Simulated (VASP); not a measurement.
# ZrC (R-3m) in VASP: further runs

ZrC is run at these levels: PBEsol; tasks: electric field gradients.

All numbers are computed with VASP 6.6.1; they aren't measurements. Logs are shortened: lines on timing, memory, paths and dates and some standing lists are left out, and cuts for length are marked.

## (1) The cell of the first run

Symmetry: R-3m, No. 166, trigonal system. The conventional cell has a = 3.374 Å, b = 3.374 Å, c = 7.897 Å, α = 90.00°, β = 90.00°, γ = 120.00°. Zr (site symmetry -3m) has 6 C at 2.35 Å within 3.1 Å. Within 3.1 Å of C (site symmetry -3m) lie 6 Zr at 2.35 Å.

## (2) Electric field gradients, PBEsol (equal xy, yz and zx shear strains of -3 %)

The input, INCAR:

```
SYSTEM = ZrC
PREC     = Accurate       ! precision mode
ENCUT    = 520            ! plane-wave cutoff, eV
EDIFF    = 1E-8           ! SCF threshold, eV
ISMEAR   = -1             ! smearing method
SIGMA    = 0.05           ! smearing width, eV
LREAL    = .False.        ! projectors in reciprocal space
LASPH    = .True.         ! aspherical terms in the spheres
NELM     = 100            ! most SCF steps
ALGO     = Normal         ! electronic algorithm
ISIF     = 2              ! what is computed and relaxed
LWAVE    = .False.        ! write WAVECAR
LCHARG   = .False.        ! write CHGCAR
GGA      = PS             ! functional
LEFG     = .True.       
NBANDS   = 15             ! bands
```

The input, KPOINTS:

```
Automatic mesh
0
Gamma
  15 15 15
  0 0 0
```

The input, POSCAR:

```
ZrC
1.0
   -0.0705063000      2.3149568500      2.3149568500
    2.3149568500     -0.0705063000      2.3149568500
    2.3149568500      2.3149568500     -0.0705063000
Zr C
1 1
Direct
    0.5000000000      0.5000000000      0.5000000000
    0.0000000000      0.0000000000      0.0000000000
```

Potentials or basis: VASP PAW PBE potentials, release 64 (Zr_sv, C).

Launch:

```sh
cat potpaw_PBE.64/Zr_sv/POTCAR potpaw_PBE.64/C/POTCAR > POTCAR
mpirun -np 1 vasp_std > vasp.out
```

OUTCAR:

```text
SYSTEM = ZrC
   PREC = Accurate
   ENCUT = 520
   EDIFF = 1E-8
   ISMEAR = -1
   LREAL = .False.
   LASPH = .True.
   NELM = 100
   ISIF = 2
   GGA = PS

 ion  position               nearest neighbor table
   1  0.500  0.500  0.500-   2 2.35   2 2.35   2 2.35   2 2.35   2 2.35   2 2.35
   2  0.000  0.000  0.000-   1 2.35   1 2.35   1 2.35   1 2.35   1 2.35   1 2.35

  LATTYP: Found a trigonal (rhomboedric) cell.
 ALAT       =     3.2746025061
 COS(alpha) =     0.4693254694

  Lattice vectors:

 A1 = (  -0.0705063000,   2.3149568500,   2.3149568500)
 A2 = (   2.3149568500,  -0.0705063000,   2.3149568500)
 A3 = (   2.3149568500,   2.3149568500,  -0.0705063000)

Analysis of symmetry for initial positions (statically):
=====================================================================
 Subroutine PRICEL returns:
 Original cell was already a primitive cell.

 Routine SETGRP: Setting up the symmetry group for a
 trigonal (rhombohedral) supercell.

 Subroutine GETGRP returns: Found 12 space group operations
 (whereof 12 operations were pure point group operations)
 out of a pool of 12 trial point group operations.

The static configuration has the point symmetry D_3d.

Analysis of symmetry for dynamics (positions and initial velocities):
=====================================================================
 Subroutine PRICEL returns:
 Original cell was already a primitive cell.

 Routine SETGRP: Setting up the symmetry group for a
 trigonal (rhombohedral) supercell.

 Subroutine GETGRP returns: Found 12 space group operations
 (whereof 12 operations were pure point group operations)
 out of a pool of 12 trial point group operations.

The dynamic configuration has the point symmetry D_3d.

 Subroutine INISYM returns: Found 12 space group operations
 (whereof 12 operations are pure point group operations),
 and found     1 'primitive' translations

----------------------------------------------------------------------------------------

                                     Primitive cell

  volume of cell :      25.9450

  direct lattice vectors                    reciprocal lattice vectors
    -0.070506300  2.314956850  2.314956850    -0.206361620  0.212844184  0.212844184
     2.314956850 -0.070506300  2.314956850     0.212844184 -0.206361620  0.212844184
     2.314956850  2.314956850 -0.070506300     0.212844184  0.212844184 -0.206361620

  length of vectors
     3.274602506  3.274602506  3.274602506     0.364952616  0.364952616  0.364952616

  position of ions in fractional coordinates (direct lattice)
     0.500000000  0.500000000  0.500000000
     0.000000000  0.000000000  0.000000000

  ion indices of the primitive-cell ions
   primitive index   ion index
                 1           1
                 2           2

----------------------------------------------------------------------------------------

 KPOINTS: Automatic mesh

Automatic generation of k-mesh.
 Grid dimensions read from file:
 generate k-points for:   15   15   15

 Generating k-lattice:

  Cartesian coordinates                     Fractional coordinates (reciprocal lattice)
    -0.013757441  0.014189612  0.014189612     0.066666667  0.000000000  0.000000000
     0.014189612 -0.013757441  0.014189612     0.000000000  0.066666667  0.000000000
     0.014189612  0.014189612 -0.013757441     0.000000000  0.000000000  0.066666667

  Length of vectors
     0.024330174  0.024330174  0.024330174

  Shift w.r.t. Gamma in fractional coordinates (k-lattice)
     0.000000000  0.000000000  0.000000000

 Subroutine IBZKPT returns following result:
 ===========================================

 Found    344 irreducible k-points:

 Following reciprocal coordinates:
            Coordinates               Weight
  0.000000  0.000000  0.000000      1.000000
  0.066667  0.000000 -0.000000      6.000000
  0.133333 -0.000000 -0.000000      6.000000
  0.200000 -0.000000 -0.000000      6.000000
  0.266667 -0.000000 -0.000000      6.000000
  0.333333 -0.000000 -0.000000      6.000000
[... 16 lines left out ...]
  0.133333  0.133333 -0.000000      6.000000
  0.200000  0.133333 -0.000000     12.000000
 [... further k-points ...]
   k-points           NKPTS =    344   k-points in BZ     NKDIM =    344   number of bands    NBANDS=     15
   number of dos      NEDOS =    301   number of ions     NIONS =      2
   total plane-waves  NPLWV =  13824
   dimension x,y,z NGX =    24 NGY =   24 NGZ =   24
   dimension x,y,z NGXF=    48 NGYF=   48 NGZF=   48
   ions per type =               1   1
   NGX,Y,Z   is equivalent  to a cutoff of  12.18, 12.18, 12.18 a.u.
   NGXF,Y,Z  is equivalent  to a cutoff of  24.37, 24.37, 24.37 a.u.
 SYSTEM =  ZrC
   PREC   = accura    normal or accurate (medium, high low for compatibility)
   ISTART =      0    job   : 0-new  1-cont  2-samecut
   ICHARG =      2    charge: 1-file 2-atom 10-const
   ISPIN  =      1    spin polarized calculation?
   LNONCOLLINEAR =      F non collinear calculations
   LSORBIT =      F    spin-orbit coupling
   LASPH  =      T    aspherical Exc in radial PAW
   ENCUT  =  520.0 eV  38.22 Ry    6.18 a.u.   6.09  6.09  6.09*2*pi/ulx,y,z
   NELM   =    100;   NELMIN=  2; NELMDL= -5     # of ELM steps
   EDIFF  = 0.1E-07   stopping-criterion for ELM
   LREAL  =      F    real-space projection
   EDIFFG = 0.1E-06   stopping-criterion for IOM
   NSW    =      0    number of steps for IOM
   IBRION =     -1    ionic relax: 0-MD 1-quasi-New 2-CG
   NFREE  =      0    steps in history (QN), initial steepest desc. (CG)
   ISIF   =      2    stress and relaxation
   ISYM   =      2    0-nonsym 1-usesym 2-fastsym
   POTIM  = 0.5000    time-step for ionic-motion
   TEBEG  =    0.0;   TEEND  =   0.0 temperature during run
   PSTRESS=    0.0 pullay stress
   NELECT =      16.0000    total number of electrons
   NUPDOWN=      -1.0000    fix difference up-down
   EMIN   =  10.00;   EMAX   =-10.00  energy-range for DOS
   EFERMI =   0.00;   METHOD = LEGACY
   ISMEAR =    -1;   SIGMA  =   0.05  broadening in eV -4-tet -1-fermi 0-gaus
   EFERMI_NEDOS =   21; number of points for ismear=-14 and -15
   IALGO  =     38    algorithm
   IMIX   =      4    mixing-type and parameters
     AMIX     =   0.40;   BMIX     =  1.00
     AMIX_MAG =   1.60;   BMIX_MAG =  1.00
  volume/ion in A,a.u.               =      12.97        87.54
  Fermi-wavevector in a.u.,A,eV,Ry     =   1.393468  2.633272 26.419140  1.941752
  Thomas-Fermi vector in A             =   2.517111
   LORBIT       =      0    0 simple, 1 ext, 2 COOP (PROOUT), +10 PAW based schemes
   GGA     = PS    functional components
   LHFCALC =     F    Hartree Fock is set to
   AEXX    =    0.0000 exact exchange contribution
   IVDW    =     0    specifies the selected vdW correction
   LEPSILON=     F    determine dielectric tensor
   LRPA    =     F    only Hartree local field effects (RPA)
 non-spin polarized calculation
  energy-cutoff  :      520.00
  volume of cell :       25.95
 maximum number of plane-waves:       718
   NGX = 13   NGY = 13   NGZ = 13

 number of electron      16.0000000 magnetization

 Free energy of the ion-electron system (eV)
  ---------------------------------------------------
  ext. energy  EPLUGINS =         0.00000000
  ---------------------------------------------------
  free energy    TOTEN  =       -20.53586631 eV

  energy without entropy =      -20.53320071  energy(sigma->0) =      -20.53453351

 E-fermi :   9.5068     XC(G=0): -12.2842

 val. band max:        9.4879990746   @ k =   0.4667   0.4000  -0.0000
 cond. band min:       9.5137479143   @ k =  -0.4667   0.4667   0.0000
 fundamental gap:      0.0257488397
 Fermi energy:         9.5068081631

 k-point     1 :       0.0000    0.0000    0.0000
  band No.  band energies     occupation
      1     -38.4742      2.00000
      2     -16.2282      2.00000
      3     -16.2282      2.00000
      4     -16.1807      2.00000
      5      -1.7845      2.00000
      6      10.3450      0.00000
      7      10.3450      0.00000
      8      10.3723      0.00000
      9      10.3723      0.00000
     10      10.6347      0.00000
     11      10.9412      0.00000
     12      12.3361      0.00000
     13      12.3361      0.00000
     14      16.8377      0.00000
[... 401 lines left out ...]
      2     -16.4653      2.00000
      3     -16.2899      2.00000
      4     -16.2638      2.00000
      5      -0.9939      2.00000
      6       7.1517      2.00000
      7       8.6871      2.00000
      8       9.2034      1.99538
      9      10.0164      0.00007
     10      12.4955      0.00000
     11      12.7224      0.00000
     12      13.5247      0.00000
     13      15.3919      0.00000
     14      18.9026      0.00000
     15      22.0890      0.00000

 [... further k-points ...]

------------------------ aborting loop because EDIFF is reached ----------------------------------------

  FORCE on cell =-STRESS in cart. coord.  units (eV):
  Direction    XX          YY          ZZ          XY          YZ          ZX
  --------------------------------------------------------------------------------------
  -------------------------------------------------------------------------------------
  Total       -0.6583086     -0.6583086     -0.6583086      0.7049144      0.7049144      0.7049144
  in kB      -40.6524094    -40.6524094    -40.6524094     43.5304459     43.5304459     43.5304459
  external PRESSURE =     -40.6524094 kB  Pullay stress =       0.0000000 kB

 VOLUME and BASIS-vectors are now :
 -----------------------------------------------------------------------------
  energy-cutoff  :      520.00
  volume of cell :       25.95
      direct lattice vectors                 reciprocal lattice vectors
    -0.070506300  2.314956850  2.314956850    -0.206361620  0.212844184  0.212844184
     2.314956850 -0.070506300  2.314956850     0.212844184 -0.206361620  0.212844184
     2.314956850  2.314956850 -0.070506300     0.212844184  0.212844184 -0.206361620

 POSITION                                       TOTAL-FORCE (eV/Angst)
 -----------------------------------------------------------------------------------
      2.27970      2.27970      2.27970         0.000000     -0.000000      0.000000
      0.00000      0.00000      0.00000        -0.000000      0.000000     -0.000000
 -----------------------------------------------------------------------------------
    total drift:                               -0.000000     -0.000000      0.000000

  FREE ENERGIE OF THE ION-ELECTRON SYSTEM (eV)
  ---------------------------------------------------
  free  energy   TOTEN  =       -20.5358663108 eV

  energy  without entropy=      -20.5332007137  energy(sigma->0) =      -20.53453351

 Electric field gradients (V/A^2)
---------------------------------------------------------------------
 ion       V_xx      V_yy      V_zz      V_xy      V_xz      V_yz
---------------------------------------------------------------------
   1      -0.000    -0.000    -0.000     2.257     2.257     2.257
   2      -0.000     0.000    -0.000     0.776     0.776     0.776
---------------------------------------------------------------------

 Electric field gradients after diagonalization (V/A^2)
 (convention: |V_zz| > |V_xx| > |V_yy|)
----------------------------------------------------------------------
 ion       V_xx      V_yy      V_zz     asymmetry (V_yy - V_xx)/ V_zz
----------------------------------------------------------------------
   1      -2.257    -2.257     4.513       0.000
   2      -0.776    -0.776     1.552       0.000
----------------------------------------------------------------------

           NMR quadrupolar parameters

 Cq : quadrupolar parameter    Cq=e*Q*V_zz/h
 eta: asymmetry parameters     (V_yy - V_xx)/ V_zz
 Q  : nuclear electric quadrupole moment in mb (millibarn)
----------------------------------------------------------------------
 ion       Cq(MHz)       eta       Q (mb)
----------------------------------------------------------------------
   1       0.011       0.000       1.000
   2       0.004       0.000       1.000
----------------------------------------------------------------------
```

Run time: 93 s. Hardware: 1 thread of AMD EPYC 9R45 (Zen 5), shared host; peak memory 0.21 GiB.

Results:

```
Free energy                             : -20.5359 eV
Pressure                                : -4.1 GPa
Band gap on the k mesh                  : zero (bands 8 and 9 overlap by 1.08 eV)
Largest electric field gradient by atom : Zr +4.5; C +1.6 V/Å²
```

Stress tensor (GPa, compression positive):
```
-4.07  4.35  4.35
 4.35 -4.07  4.35
 4.35  4.35 -4.07
```

Levels at points of the mesh, in eV from the Fermi level:
```
           k point  band 4  band 5  band 6  band 7  band 8  band 9  band 10  band 11  band 12  band 13
(0.00, 0.00, 0.00)  -25.69  -11.29    0.84    0.84    0.87    0.87     1.13     1.43     2.83     2.83
```

Electric field gradients, principal values (V/Å²):
| atom | least | middle | greatest (by size) |
| --- | --- | --- | --- |
| 1 Zr | -2.257 | -2.257 | 4.513 |
| 2 C | -0.776 | -0.776 | 1.552 |

Caveat: the cell differs from its parent crystal (equal xy, yz and zx shear strains of -3 %); the cell stands under tension; without QUAD_EFG the Cq values of the log hold for a quadrupole moment of 1 mb, not for the nuclei; the PAW data sets were made with another functional, which shifts forces and pressure a little.

## (3) Electric field gradients, PBEsol (equal xy, yz and zx shear strains of -3 %)

The input, INCAR:

```
PREC = Accurate
ENCUT = 520
EDIFF = 1E-8
ISMEAR = -1
SIGMA = 0.05
LREAL = F
LASPH = T
NELM = 100
ALGO = Normal
ISIF = 2
LWAVE = F
LCHARG = F
GGA = PS
LEFG = T
NBANDS = 15
```

The input, KPOINTS:

```
Automatic mesh
0
Gamma
  15 15 15
```

POSCAR is that of step 2.

Potentials or basis: VASP PAW PBE potentials, release 64 (Zr_sv, C).

Launch:

```sh
cat potpaw_PBE.64/Zr_sv/POTCAR potpaw_PBE.64/C/POTCAR > POTCAR
mpirun -np 1 vasp_std > vasp.out
```

OUTCAR:

```text
PREC = Accurate
   ENCUT = 520
   EDIFF = 1E-8
   ISMEAR = -1
   LREAL = F
   LASPH = T
   NELM = 100
   ISIF = 2
   GGA = PS

 ion  position               nearest neighbor table
   1  0.500  0.500  0.500-   2 2.35   2 2.35   2 2.35   2 2.35   2 2.35   2 2.35
   2  0.000  0.000  0.000-   1 2.35   1 2.35   1 2.35   1 2.35   1 2.35   1 2.35

  LATTYP: Found a trigonal (rhomboedric) cell.
 ALAT       =     3.2746025061
 COS(alpha) =     0.4693254694

  Lattice vectors:

 A1 = (  -0.0705063000,   2.3149568500,   2.3149568500)
[... 645 lines left out ...]
  free  energy   TOTEN  =       -20.5358663108 eV

  energy  without entropy=      -20.5332007137  energy(sigma->0) =      -20.53453351

 Electric field gradients (V/A^2)
---------------------------------------------------------------------
 ion       V_xx      V_yy      V_zz      V_xy      V_xz      V_yz
---------------------------------------------------------------------
   1      -0.000    -0.000    -0.000     2.257     2.257     2.257
   2      -0.000     0.000    -0.000     0.776     0.776     0.776
---------------------------------------------------------------------

 Electric field gradients after diagonalization (V/A^2)
 (convention: |V_zz| > |V_xx| > |V_yy|)
----------------------------------------------------------------------
 ion       V_xx      V_yy      V_zz     asymmetry (V_yy - V_xx)/ V_zz
----------------------------------------------------------------------
   1      -2.257    -2.257     4.513       0.000
   2      -0.776    -0.776     1.552       0.000
----------------------------------------------------------------------

           NMR quadrupolar parameters

 Cq : quadrupolar parameter    Cq=e*Q*V_zz/h
 eta: asymmetry parameters     (V_yy - V_xx)/ V_zz
 Q  : nuclear electric quadrupole moment in mb (millibarn)
----------------------------------------------------------------------
 ion       Cq(MHz)       eta       Q (mb)
----------------------------------------------------------------------
   1       0.011       0.000       1.000
   2       0.004       0.000       1.000
----------------------------------------------------------------------
```

OSZICAR:

```text
N       E                     dE             d eps       ncg     rms          rms(c)
DAV:   1     0.995556873048E+02    0.99556E+02   -0.86206E+03 10336   0.108E+03
DAV:   2    -0.175589309563E+02   -0.11711E+03   -0.10962E+03 13029   0.287E+02
DAV:   3    -0.236153386156E+02   -0.60564E+01   -0.60141E+01 17073   0.551E+01
DAV:   4    -0.237627874367E+02   -0.14745E+00   -0.14735E+00 12722   0.601E+00
DAV:   5    -0.237645590531E+02   -0.17716E-02   -0.17715E-02 13673   0.576E-01    0.208E+01
DAV:   6    -0.206705997466E+02    0.30940E+01   -0.56824E+00 12575   0.218E+01    0.762E+00
DAV:   7    -0.205610936159E+02    0.10951E+00   -0.56167E-01 11765   0.561E+00    0.638E+00
DAV:   8    -0.205649717130E+02   -0.38781E-02   -0.30306E-01 13045   0.407E+00    0.423E+00
DAV:   9    -0.205361102905E+02    0.28861E-01   -0.53511E-02 11720   0.159E+00    0.522E-01
DAV:  10    -0.205358816838E+02    0.22861E-03   -0.35717E-03 13408   0.540E-01    0.859E-02
DAV:  11    -0.205358706306E+02    0.11053E-04   -0.13421E-04 12021   0.119E-01    0.368E-02
DAV:  12    -0.205358667418E+02    0.38888E-05   -0.35823E-06 13305   0.170E-02    0.819E-03
DAV:  13    -0.205358663803E+02    0.36146E-06   -0.12288E-06 13260   0.738E-03    0.304E-03
DAV:  14    -0.205358663178E+02    0.62484E-07   -0.71327E-08 11937   0.179E-03    0.580E-04
DAV:  15    -0.205358663108E+02    0.70584E-08   -0.38984E-09  9329   0.455E-04
   1 F= -.20535866E+02 E0= -.20534534E+02  d E =-.266560E-02
```

stdout:

```text
POSCAR found type information on POSCAR ZrC
 POSCAR found :  2 types and       2 ions
 scaLAPACK will be used
 -----------------------------------------------------------------------------
|                                                                             |
|                                                                             |
|     You enforced a specific xc type in the INCAR file but a different       |
|     I HOPE YOU KNOW WHAT YOU ARE DOING!                                     |
|                                                                             |
 -----------------------------------------------------------------------------

 LDA part: xc-table for (Slater+PW92), standard interpolation
 POSCAR, INCAR and KPOINTS ok, starting setup
 FFT: planning ... GRIDC
 FFT: planning ... GRID_SOFT
 FFT: planning ... GRID
 WAVECAR not read
 entering main loop
ion   1

ion   2
```

It took 80 s on 1 thread of AMD EPYC 9R45 (Zen 5), shared host; peak memory 0.21 GiB.

What came out:

```yaml
Free_energy: -20.5359 eV
Pressure: -4.1 GPa
Band_gap_on_the_k_mesh: zero (bands 8 and 9 overlap by 1.08 eV)
Largest_electric_field_gradient_by_atom: Zr +4.5; C +1.6 V/Å²
```

Electric field gradients, principal values (V/Å²):
| atom | least | middle | greatest (by size) |
| --- | --- | --- | --- |
| 1 Zr | -2.257 | -2.257 | 4.513 |
| 2 C | -0.776 | -0.776 | 1.552 |

Caveat: the cell differs from its parent crystal (equal xy, yz and zx shear strains of -3 %); the cell stands under tension; without QUAD_EFG the Cq values of the log hold for a quadrupole moment of 1 mb, not for the nuclei; the PAW data sets were made with another functional, which shifts forces and pressure a little.

(Continued in part 2 of 2.)
